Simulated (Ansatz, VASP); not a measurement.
Two plane-wave programs on As

```
As
1.0
     0.00000    3.24778    3.24778
     3.24778    0.00000    3.24778
     3.24778    3.24778    0.00000
As
3
Direct
  0.75000 0.75000 0.75000
  0.25000 0.25000 0.25000
  0.00000 0.00000 0.00000
```

Alike in both runs: functional PBE; k mesh 4 × 4 × 4; occupations gaussian, width 0.1 eV; no spin polarisation.

Ansatz relaxed the structure, and its values are those at the end. VASP's run is a single point on that final structure, the one shown.

|  | VASP | Ansatz |
| --- | --- | --- |
| version | VASP 6.6.1 | Ansatz 0.2.0 |
| potentials or method | VASP PAW PBE potentials, release 64 (As), cutoff 520 eV | scalar-relativistic, plane waves, PAW |
| valence electrons in the cell | 15 | 45 |

Ansatz gave:

| Item | Value |
| --- | --- |
| gap on the k mesh at the Fermi level (eV) | none |
| pressure (GPa) | -0.3 |

**Question.** Estimate VASP's values.

**Answer.** gap on the k mesh at the Fermi level (eV): none; pressure (GPa): -0.2.

A gap of «none» marks a metal or a gap that the smearing closes. VASP's potentials hold 15 valence electrons a cell and Ansatz's 45, so a difference there can come from the potentials and not from the codes.

The k mesh is coarse, so the values compare programs but aren't converged.
